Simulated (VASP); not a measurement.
# S (Pm-3m) in VASP: notebook

Runs on S. Level: LDA. Tasks: single point.

Program: VASP 6.6.1. These are calculated values, not measurements. Logs are shortened: lines on timing, memory, paths and dates and some standing lists are left out, and cuts for length are marked.

**1. The cell of the first run**

The structure is cubic, space group Pm-3m (No. 221). Conventional cell: a = 2.306 Å, b = 2.306 Å, c = 2.306 Å, α = 90.00°, β = 90.00°, γ = 90.00°. Within 3.0 Å of S (site symmetry m-3m) lie 6 S at 2.31 Å.

**2. Single point, LDA (volume scaled by 0.76)**

Input file INCAR:

```
SYSTEM = S
  PREC = Accurate
  ENCUT = 520
  EDIFF = 1E-6
  ISMEAR = -1
  SIGMA = 0.08
  LREAL = .FALSE.
  LASPH = .TRUE.
  NELM = 60
  ALGO = Normal
  ISIF = 2
  LWAVE = .FALSE.
  LCHARG = .FALSE.
  NBANDS = 9
```

Input file KPOINTS:

```
regular mesh
0
G
  16 16 16
  0 0 0
```

Input file POSCAR:

```
S
1.0
    2.3057739616      0.0000000000      0.0000000000
    0.0000000000      2.3057739616      0.0000000000
    0.0000000000      0.0000000000      2.3057739616
S
1
Direct
    0.0000000000      0.0000000000      0.0000000000
```

Potentials or basis: VASP PAW LDA potentials, release 64 (S).

The run is started by

```console
> cat potpaw_LDA.64/S/POTCAR > POTCAR
> mpirun -np 1 vasp_std > vasp.out
```

OUTCAR:

```text
SYSTEM = S
   PREC = Accurate
   ENCUT = 520
   EDIFF = 1E-6
   ISMEAR = -1
   LREAL = .FALSE.
   LASPH = .TRUE.
   NELM = 60
   ISIF = 2

 ion  position               nearest neighbor table
   1  0.000  0.000  0.000-

  LATTYP: Found a simple cubic cell.
 ALAT       =     2.3057739616

  Lattice vectors:

 A1 = (   2.3057739616,   0.0000000000,   0.0000000000)
 A2 = (   0.0000000000,   2.3057739616,   0.0000000000)
 A3 = (   0.0000000000,   0.0000000000,   2.3057739616)

Analysis of symmetry for initial positions (statically):
=====================================================================
 Subroutine PRICEL returns:
 Original cell was already a primitive cell.

 Routine SETGRP: Setting up the symmetry group for a
 simple cubic supercell.

 Subroutine GETGRP returns: Found 48 space group operations
 (whereof 48 operations were pure point group operations)
 out of a pool of 48 trial point group operations.

The static configuration has the point symmetry O_h .

Analysis of symmetry for dynamics (positions and initial velocities):
=====================================================================
 Subroutine PRICEL returns:
 Original cell was already a primitive cell.

 Routine SETGRP: Setting up the symmetry group for a
 simple cubic supercell.

 Subroutine GETGRP returns: Found 48 space group operations
 (whereof 48 operations were pure point group operations)
 out of a pool of 48 trial point group operations.

The dynamic configuration has the point symmetry O_h .

 Subroutine INISYM returns: Found 48 space group operations
 (whereof 48 operations are pure point group operations),
 and found     1 'primitive' translations

----------------------------------------------------------------------------------------

                                     Primitive cell

  volume of cell :      12.2589

  direct lattice vectors                    reciprocal lattice vectors
     2.305773962  0.000000000  0.000000000     0.433693856  0.000000000  0.000000000
     0.000000000  2.305773962  0.000000000     0.000000000  0.433693856  0.000000000
     0.000000000  0.000000000  2.305773962     0.000000000  0.000000000  0.433693856

  length of vectors
     2.305773962  2.305773962  2.305773962     0.433693856  0.433693856  0.433693856

  position of ions in fractional coordinates (direct lattice)
     0.000000000  0.000000000  0.000000000

  ion indices of the primitive-cell ions
   primitive index   ion index
                 1           1

----------------------------------------------------------------------------------------

 KPOINTS: regular mesh

Automatic generation of k-mesh.
 Grid dimensions read from file:
 generate k-points for:   16   16   16

 Generating k-lattice:

  Cartesian coordinates                     Fractional coordinates (reciprocal lattice)
     0.027105866  0.000000000  0.000000000     0.062500000  0.000000000  0.000000000
     0.000000000  0.027105866  0.000000000     0.000000000  0.062500000  0.000000000
     0.000000000  0.000000000  0.027105866     0.000000000  0.000000000  0.062500000

  Length of vectors
     0.027105866  0.027105866  0.027105866

  Shift w.r.t. Gamma in fractional coordinates (k-lattice)
     0.000000000  0.000000000  0.000000000

 Subroutine IBZKPT returns following result:
 ===========================================

 Found    165 irreducible k-points:

 Following reciprocal coordinates:
            Coordinates               Weight
  0.000000  0.000000  0.000000      1.000000
  0.062500  0.000000  0.000000      6.000000
  0.125000  0.000000  0.000000      6.000000
  0.187500  0.000000  0.000000      6.000000
  0.250000  0.000000  0.000000      6.000000
  0.312500  0.000000  0.000000      6.000000
[... 16 lines left out ...]
  0.437500  0.125000  0.000000     24.000000
  0.500000  0.125000  0.000000     12.000000
 [... further k-points ...]
   k-points           NKPTS =    165   k-points in BZ     NKDIM =    165   number of bands    NBANDS=      9
   number of dos      NEDOS =    301   number of ions     NIONS =      1
   total plane-waves  NPLWV =   5832
   dimension x,y,z NGX =    18 NGY =   18 NGZ =   18
   dimension x,y,z NGXF=    36 NGYF=   36 NGZF=   36
   ions per type =               1
   NGX,Y,Z   is equivalent  to a cutoff of  12.98, 12.98, 12.98 a.u.
   NGXF,Y,Z  is equivalent  to a cutoff of  25.96, 25.96, 25.96 a.u.
 SYSTEM =  S
   PREC   = accura    normal or accurate (medium, high low for compatibility)
   ISTART =      0    job   : 0-new  1-cont  2-samecut
   ICHARG =      2    charge: 1-file 2-atom 10-const
   ISPIN  =      1    spin polarized calculation?
   LNONCOLLINEAR =      F non collinear calculations
   LSORBIT =      F    spin-orbit coupling
   LASPH  =      T    aspherical Exc in radial PAW
   ENCUT  =  520.0 eV  38.22 Ry    6.18 a.u.   4.29  4.29  4.29*2*pi/ulx,y,z
   NELM   =     60;   NELMIN=  2; NELMDL= -5     # of ELM steps
   EDIFF  = 0.1E-05   stopping-criterion for ELM
   LREAL  =      F    real-space projection
   EDIFFG = 0.1E-04   stopping-criterion for IOM
   NSW    =      0    number of steps for IOM
   IBRION =     -1    ionic relax: 0-MD 1-quasi-New 2-CG
   NFREE  =      0    steps in history (QN), initial steepest desc. (CG)
   ISIF   =      2    stress and relaxation
   ISYM   =      2    0-nonsym 1-usesym 2-fastsym
   POTIM  = 0.5000    time-step for ionic-motion
   TEBEG  =    0.0;   TEEND  =   0.0 temperature during run
   PSTRESS=    0.0 pullay stress
   NELECT =       6.0000    total number of electrons
   NUPDOWN=      -1.0000    fix difference up-down
   EMIN   =  10.00;   EMAX   =-10.00  energy-range for DOS
   EFERMI =   0.00;   METHOD = LEGACY
   ISMEAR =    -1;   SIGMA  =   0.08  broadening in eV -4-tet -1-fermi 0-gaus
   EFERMI_NEDOS =   21; number of points for ismear=-14 and -15
   IALGO  =     38    algorithm
   IMIX   =      4    mixing-type and parameters
     AMIX     =   0.40;   BMIX     =  1.00
     AMIX_MAG =   1.60;   BMIX_MAG =  1.00
  volume/ion in A,a.u.               =      12.26        82.73
  Fermi-wavevector in a.u.,A,eV,Ry     =   1.290155  2.438039 22.646892  1.664500
  Thomas-Fermi vector in A             =   2.422004
   LORBIT       =      0    0 simple, 1 ext, 2 COOP (PROOUT), +10 PAW based schemes
   GGA     = CA    functional components
   LHFCALC =     F    Hartree Fock is set to
   AEXX    =    0.0000 exact exchange contribution
   IVDW    =     0    specifies the selected vdW correction
   LEPSILON=     F    determine dielectric tensor
   LRPA    =     F    only Hartree local field effects (RPA)
 non-spin polarized calculation
  energy-cutoff  :      520.00
  volume of cell :       12.26
 maximum number of plane-waves:       342
 NGX is ok and might be reduce to    18
   NGX =  9   NGY =  9   NGZ =  9

 number of electron       5.9999997 magnetization

 Free energy of the ion-electron system (eV)
  ---------------------------------------------------
  ext. energy  EPLUGINS =         0.00000000
  ---------------------------------------------------
  free energy    TOTEN  =        -3.86510404 eV

  energy without entropy =       -3.85851507  energy(sigma->0) =       -3.86180956

 E-fermi :  12.6543     XC(G=0): -12.3653

 val. band max:       12.6541936346   @ k =   0.3125   0.1250   0.1250
 cond. band min:      12.7016387336   @ k =   0.5000   0.4375   0.0625
 fundamental gap:      0.0474450990
 Fermi energy:        12.6543320023

 k-point     1 :       0.0000    0.0000    0.0000
  band No.  band energies     occupation
      1      -8.4991      2.00000
      2      14.7500      0.00000
      3      14.7500      0.00000
      4      14.7500      0.00000
      5      18.4944      0.00000
      6      18.4944      0.00000
      7      25.5629      0.00000
      8      37.5943      0.00000
      9      37.5943      0.00000

 k-point     2 :       0.0625    0.0000    0.0000
  band No.  band energies     occupation
      1      -8.4029      2.00000
      2      13.4053      0.00017
      3      14.8213      0.00000
      4      14.8213      0.00000
      5      18.5718      0.00000
      6      19.7418      0.00000
      7      25.8756      0.00000
      8      36.8267      0.00000
      9      36.8329      0.00000

 k-point     3 :       0.1250    0.0000    0.0000
  band No.  band energies     occupation
      1      -8.1156      2.00000
      2      11.1119      2.00000
      3      15.0320      0.00000
      4      15.0320      0.00000
      5      18.7998      0.00000
      6      21.6333      0.00000
      7      26.8980      0.00000
      8      35.1032      0.00000
      9      35.1032      0.00000

 k-point     4 :       0.1875    0.0000    0.0000
  band No.  band energies     occupation
      1      -7.6423      2.00000
      2       8.7604      2.00000
      3      15.3713      0.00000
      4      15.3713      0.00000
      5      19.1645      0.00000
      6      23.1594      0.00000
      7      28.6462      0.00000
      8      33.1204      0.00000
      9      33.1204      0.00000
[... 205 lines left out ...]
 k-point    22 :       0.3750    0.1250    0.0000
  band No.  band energies     occupation
      1      -4.9150      2.00000
      2       2.9794      2.00000
      3      13.6102      0.00001
      4      17.1034      0.00000
      5      22.7966      0.00000
      6      23.9062      0.00000
      7      28.3746      0.00000
      8      29.1589      0.00000
      9      32.9622      0.00000

 k-point    23 :       0.4375    0.1250    0.0000
  band No.  band energies     occupation
      1      -4.0710      2.00000
      2       1.5882      2.00000
      3      14.0878      0.00000
      4      17.4937      0.00000
      5      22.6914      0.00000
      6      23.5310      0.00000
      7      27.4501      0.00000
      8      30.0878      0.00000
      9      32.0723      0.00000

 k-point    24 :       0.5000    0.1250    0.0000
  band No.  band energies     occupation
      1      -3.6712      2.00000
      2       1.0055      2.00000
      3      14.2776      0.00000
      4      17.6445      0.00000
      5      22.4110      0.00000
      6      23.6366      0.00000
      7      27.1201      0.00000
      8      30.9528      0.00000
      9      31.1818      0.00000

 [... further k-points ...]
[... 5 lines left out ...]
  --------------------------------------------------------------------------------------
  -------------------------------------------------------------------------------------
  Total        3.4181548      3.4181548      3.4181548     -0.0000000      0.0000000      0.0000000
  in kB      446.7371996    446.7371996    446.7371996     -0.0000000      0.0000000      0.0000000
  external PRESSURE =     446.7371996 kB  Pullay stress =       0.0000000 kB

 VOLUME and BASIS-vectors are now :
 -----------------------------------------------------------------------------
  energy-cutoff  :      520.00
  volume of cell :       12.26
      direct lattice vectors                 reciprocal lattice vectors
     2.305773962  0.000000000  0.000000000     0.433693856  0.000000000  0.000000000
     0.000000000  2.305773962  0.000000000     0.000000000  0.433693856  0.000000000
     0.000000000  0.000000000  2.305773962     0.000000000  0.000000000  0.433693856

 POSITION                                       TOTAL-FORCE (eV/Angst)
 -----------------------------------------------------------------------------------
      0.00000      0.00000      0.00000         0.000000      0.000000      0.000000
 -----------------------------------------------------------------------------------
    total drift:                               -0.000000     -0.000000     -0.000000

  FREE ENERGIE OF THE ION-ELECTRON SYSTEM (eV)
  ---------------------------------------------------
  free  energy   TOTEN  =        -3.8651040446 eV

  energy  without entropy=       -3.8585150689  energy(sigma->0) =       -3.86180956
```

Run time: 27 s. Hardware: 1 thread of AMD EPYC 7R13, shared host; peak memory 0.09 GiB.

What came out:

| Item | Value |
| --- | --- |
| Free energy | -3.8651 eV |
| Pressure | 44.7 GPa |
| Band gap on the k mesh | zero (band 3 reaches 17.38 eV, above the bottom of band 4 at 7.23 eV) |

Caveat: the cell differs from its parent crystal (volume scaled by 0.76).

**3. Single point, LDA (volume scaled by 0.84)**

Input file INCAR:

```
PREC = Accurate ; ENCUT = 520
EDIFF = 1E-6 ; ISMEAR = -1
SIGMA = 0.08 ; LREAL = False
LASPH = True ; NELM = 60
ALGO = Normal ; ISIF = 2
LWAVE = False ; LCHARG = True
GGA = CA ; LELF = True
LVHAR = True ; NBANDS = 9
```

Input file KPOINTS:

```
Automatic mesh
0
Gamma
  16 16 16
```

Input file POSCAR:

```
S
1.0
    2.3839947525      0.0000000000      0.0000000000
    0.0000000000      2.3839947525      0.0000000000
    0.0000000000      0.0000000000      2.3839947525
S
1
Direct
    0.0000000000      0.0000000000      0.0000000000
```

Potentials or basis: VASP PAW LDA potentials, release 64 (S).

The run is started by

```console
> cat potpaw_LDA.64/S/POTCAR > POTCAR
> mpirun -np 1 vasp_std > vasp.out
```

OUTCAR:

```text
PREC = Accurate
   ENCUT = 520
   EDIFF = 1E-6
   ISMEAR = -1
   LREAL = False
   LASPH = True
   NELM = 60
   ISIF = 2
   GGA = CA

 ion  position               nearest neighbor table
   1  0.000  0.000  0.000-

  LATTYP: Found a simple cubic cell.
 ALAT       =     2.3839947525

  Lattice vectors:

 A1 = (   2.3839947525,   0.0000000000,   0.0000000000)
 A2 = (   0.0000000000,   2.3839947525,   0.0000000000)
 A3 = (   0.0000000000,   0.0000000000,   2.3839947525)

Analysis of symmetry for initial positions (statically):
=====================================================================
 Subroutine PRICEL returns:
 Original cell was already a primitive cell.

 Routine SETGRP: Setting up the symmetry group for a
 simple cubic supercell.

 Subroutine GETGRP returns: Found 48 space group operations
 (whereof 48 operations were pure point group operations)
 out of a pool of 48 trial point group operations.

The static configuration has the point symmetry O_h .

[... 154 lines left out ...]
  free energy    TOTEN  =        -4.14434899 eV

  energy without entropy =       -4.13855819  energy(sigma->0) =       -4.14145359

 E-fermi :  10.7434     XC(G=0): -11.8918

 val. band max:       10.7090560512   @ k =   0.2500   0.1250   0.0625
 cond. band min:      10.8307806517   @ k =   0.5000   0.3750   0.2500
 fundamental gap:      0.1217246005
 Fermi energy:        10.7433711769

 k-point     1 :       0.0000    0.0000    0.0000
  band No.  band energies     occupation
      1      -8.9751      2.00000
      2      12.6645      0.00000
      3      12.6645      0.00000
      4      12.6645      0.00000
      5      17.1289      0.00000
      6      17.1289      0.00000
      7      22.7257      0.00000
      8      34.6685      0.00000
      9      34.6685      0.00000
[... 265 lines left out ...]
 k-point    24 :       0.5000    0.1250    0.0000
  band No.  band energies     occupation
      1      -4.7236      2.00000
      2       0.3687      2.00000
      3      12.2583      0.00000
      4      15.1437      0.00000
      5      20.6604      0.00000
      6      21.6357      0.00000
      7      25.1184      0.00000
      8      28.0535      0.00000
      9      28.5008      0.00000

 [... further k-points ...]
[... 5 lines left out ...]
  --------------------------------------------------------------------------------------
  -------------------------------------------------------------------------------------
  Total        2.0902511      2.0902511      2.0902511     -0.0000000     -0.0000000      0.0000000
  in kB      247.1685181    247.1685181    247.1685181     -0.0000000     -0.0000000      0.0000000
  external PRESSURE =     247.1685181 kB  Pullay stress =       0.0000000 kB

 VOLUME and BASIS-vectors are now :
 -----------------------------------------------------------------------------
  energy-cutoff  :      520.00
  volume of cell :       13.55
      direct lattice vectors                 reciprocal lattice vectors
     2.383994753  0.000000000  0.000000000     0.419464011  0.000000000  0.000000000
     0.000000000  2.383994753  0.000000000     0.000000000  0.419464011  0.000000000
     0.000000000  0.000000000  2.383994753     0.000000000  0.000000000  0.419464011

 POSITION                                       TOTAL-FORCE (eV/Angst)
 -----------------------------------------------------------------------------------
      0.00000      0.00000      0.00000         0.000000      0.000000      0.000000
 -----------------------------------------------------------------------------------
    total drift:                               -0.000000     -0.000000      0.000000

  FREE ENERGIE OF THE ION-ELECTRON SYSTEM (eV)
  ---------------------------------------------------
  free  energy   TOTEN  =        -4.1443489862 eV

  energy  without entropy=       -4.1385581939  energy(sigma->0) =       -4.14145359
```

stdout:

```text
POSCAR found type information on POSCAR S
 POSCAR found :  1 types and       1 ions
 scaLAPACK will be used
 LDA part: xc-table for (Slater(with rela. corr.)+CA(PZ))
 , standard interpolation
 POSCAR, INCAR and KPOINTS ok, starting setup
 FFT: planning ... GRIDC
 FFT: planning ... GRID_SOFT
 FFT: planning ... GRID
 WAVECAR not read
 entering main loop
```

Wall time 31 s (1 thread of AMD EPYC 7R13, shared host); peak memory 0.09 GiB.

Results:

| Quantity | Value |
| --- | --- |
| Free energy | -4.1443 eV |
| Pressure | 24.7 GPa |
| Band gap on the k mesh | zero (band 3 reaches 14.91 eV, above the bottom of band 4 at 5.88 eV) |

Levels at points of the mesh, in eV from the Fermi level:
```csv
k point,band 1,band 2,band 3,band 4,band 5,band 6
"(0.00, 0.00, 0.00)",-19.72,1.92,1.92,1.92,6.39,6.39
"(0.50, 0.00, 0.00)",-15.82,-10.69,4.17,4.17,8.92,14.10
"(0.50, 0.50, 0.00)",-11.76,-7.59,-7.59,0.52,6.18,15.49
"(0.50, 0.50, 0.50)",-7.17,-4.86,-4.86,-4.86,4.31,4.31
```

Caveat: the cell differs from its parent crystal (volume scaled by 0.84).

**4. Single point, LDA**

This run uses another cell than the first one, of 16.13 Å³/atom, 1.316 times its volume.

Input file INCAR:

```
  PREC = Accurate
  ENCUT = 520
  EDIFF = 1E-6
  ISMEAR = -1
  SIGMA = 0.08
  LREAL = F
  LASPH = T
  NELM = 60
  ALGO = Normal
  ISIF = 2
  LWAVE = F
  LCHARG = T
  LELF = T
  LVHAR = T
  NBANDS = 9
```

Input file KPOINTS:

```
regular mesh
0
Gamma
  16 16 16
```

Input file POSCAR:

```
S
1.0
    2.5266526002      0.0000000000      0.0000000000
    0.0000000000      2.5266526002      0.0000000000
    0.0000000000      0.0000000000      2.5266526002
S
1
Direct
    0.0000000000      0.0000000000      0.0000000000
```

The run is started by

```console
> cat potpaw_LDA.64/S/POTCAR > POTCAR
> mpirun -np 1 vasp_std > vasp.out
```

Run time: 39 s. Hardware: 1 thread of AMD EPYC 7R13, shared host; peak memory 0.1 GiB.

Results (log left out):

| Property | Result |
| --- | --- |
| Free energy | -4.3180 eV |
| Pressure | 0.0 GPa |
| Band gap on the k mesh | zero (band 3 reaches 11.08 eV, above the bottom of band 4 at 3.78 eV) |

Levels at points of the mesh, in eV from the Fermi level:
| k point | band 1 | band 2 | band 3 | band 4 | band 5 | band 6 | band 7 |
| --- | --- | --- | --- | --- | --- | --- | --- |
| (0.00, 0.00, 0.00) | -17.53 | 1.64 | 1.64 | 1.64 | 7.21 | 7.21 | 10.55 |
| (0.50, 0.00, 0.00) | -14.48 | -8.65 | 3.33 | 3.33 | 9.41 | 13.97 | 13.97 |
| (0.50, 0.50, 0.00) | -11.40 | -6.14 | -6.14 | 2.07 | 4.83 | 14.37 | 16.08 |
| (0.50, 0.50, 0.50) | -8.11 | -3.97 | -3.97 | -3.97 | 5.41 | 5.41 | 5.41 |

**5. Overview**

| cell | gap on the mesh (eV) | pressure (GPa) |
| --- | --- | --- |
| a = 2.306 Å, 1 atom | none | 44.7 |
| a = 2.384 Å, 1 atom | none | 24.7 |
| a = 2.527 Å, 1 atom | none | 0.0 |

Alike in all rows: task single point; level LDA; potentials or basis VASP PAW LDA potentials, release 64 (S); no spin polarisation; k mesh 16 × 16 × 16; cutoff (eV) 520; smearing fermi-dirac 0.08 eV.

Absolute energies hang on the potentials; compare differences alone.
